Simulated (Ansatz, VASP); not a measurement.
One calculation of InSe, two programs

Contents of INCAR:

```
ALGO = Normal ; EDIFF = 1E-6
ENCUT = 520 ; GGA = PS
ISIF = 2 ; ISMEAR = -1
LASPH = True ; LCHARG = True
LELF = True ; LREAL = False
LVHAR = True ; LWAVE = False
NBANDS = 27 ; NELM = 100
PREC = Accurate ; SIGMA = 0.05
```

The input KPOINTS:

```
k-points
0
Gamma
  6 6 5
```

The input POSCAR:

```
InSe
1.0
    5.8263928781     -2.0546489550      0.0000000000
    5.8263928781      2.0546489550      0.0000000000
   -1.7232330140      0.0000000000      4.9622017720
In Se
2 2
Direct
    0.8882032500      0.8882032500      0.0468413600
    0.1117967500      0.1117967500      0.9531586400
    0.6609275900      0.6609275900      0.6689556200
    0.3390724100      0.3390724100      0.3310443800
```

Contents of input.yaml:

```yaml
crystal:
  lattice:
    - [5.8263928781, -2.054648955, 0.0]
    - [5.8263928781, 2.054648955, 0.0]
    - [-1.723233014, 0.0, 4.962201772]
  atoms:
    - { symbol: In, position: [0.88820325, 0.88820325, 0.04684136] }
    - { symbol: In, position: [0.11179675, 0.11179675, 0.95315864] }
    - { symbol: Se, position: [0.66092759, 0.66092759, 0.66895562] }
    - { symbol: Se, position: [0.33907241, 0.33907241, 0.33104438] }
hamiltonian:
  xc: pbesol
  pseudopotentials: { kind: paw }
kpoints:
  mp_grid: { grid: [6, 6, 5] }
  band_path:
    path:
      - [[0.0, 0.5, 0.0], [0.0, 0.0, 0.0], [0.0, 0.0, -0.5]]
      - [[0.0, 0.5, -0.5], [0.0, 0.0, 0.0], [-0.5, -0.5, 0.5]]
      - [[-0.5, 0.0, 0.5], [0.0, 0.0, 0.0], [-0.5, -0.5, 0.0]]
      - [[-0.5, 0.0, 0.0], [0.0, 0.0, 0.0]]
    npoints: 14
scf:
  occupations: { method: fermi_dirac, width: 0.05 }
  n_extra_bands: 10
output:
  forces: true
  stress: true
  eigenvalues: true
  fatbands: false
```

Alike in both runs: functional PBEsol; k mesh 6 × 6 × 5; occupations fermi-dirac, width 0.05 eV; no spin polarisation.

```csv
,VASP,Ansatz
version,VASP 6.6.1,Ansatz 0.2.0
potentials or method,"VASP PAW PBE potentials, release 64 (In_d, Se)",Ansatz PAW
plane-wave cutoff (eV),520,420
valence electrons in the cell,38,58
task,single point,band structure
```

|  | VASP | Ansatz | Ansatz less VASP |
| --- | --- | --- | --- |
| gap on the k mesh at the Fermi level (eV) | 1.22 | 1.23 | +0.005 |
| least direct gap on the mesh (eV) | 1.34 | 1.35 | +0.004 |
| pressure (GPa) | -2.5 | -2.6 | -0.07 |
| traceless stress, the component that is largest in VASP (GPa) | -0.47 | -0.47 | -0.003 |
| rms of the force components (eV/Å) | 0.187 | 0.196 | +0.0089 |

VASP's potentials were made for PBE, not for PBEsol. Atom by atom the forces differ by 0.009 eV/Å (rms over components). VASP's potentials hold 38 valence electrons a cell and Ansatz's 58, so a difference there can come from the potentials and not from the codes.

Noted on Ansatz's run: the k mesh misses the band edges, so the gap on the mesh is wider than the one along the path.
